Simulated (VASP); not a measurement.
Input of a VASP 6.6.1 run:

File INCAR:

```
SYSTEM = Cu
PREC = Accurate
ENCUT = 600
EDIFF = 1E-6
ISMEAR = 0
SIGMA = 0.1
LREAL = .False.
LASPH = .True.
NELM = 120
ALGO = Normal
ISIF = 2
LWAVE = .False.
LCHARG = .False.
GGA = PS
IVDW = 13
NBANDS = 12
GGA_COMPAT = .False.
```

KPOINTS

```
Automatic mesh
0
Gamma
  20 20 20
  0 0 0
```

Contents of POSCAR:

```
Cu
1.0
    0.0000000000      1.7668828411      1.7668828411
    1.7668828411      0.0000000000      1.7668828411
    1.7668828411      1.7668828411      0.0000000000
Cu
1
Direct
    0.0000000000      0.0000000000      0.0000000000
```

Potentials or basis: VASP PAW PBE potentials, release 64 (Cu).

Launch:

```sh
$ cat potpaw_PBE.64/Cu/POTCAR > POTCAR
$ mpirun -np 1 vasp_std > vasp.out
```

Task: Predict the pressure.

Result: 0.9 GPa.

Task: What does it give for the band gap on the k mesh?

Result: Zero (an odd number of electrons rules out a gap without spin polarisation).

Task: Estimate the dispersion energy per atom.

Result: -0.345 eV.

Caveat: the PAW data sets were made with another functional, which shifts forces and pressure a little.
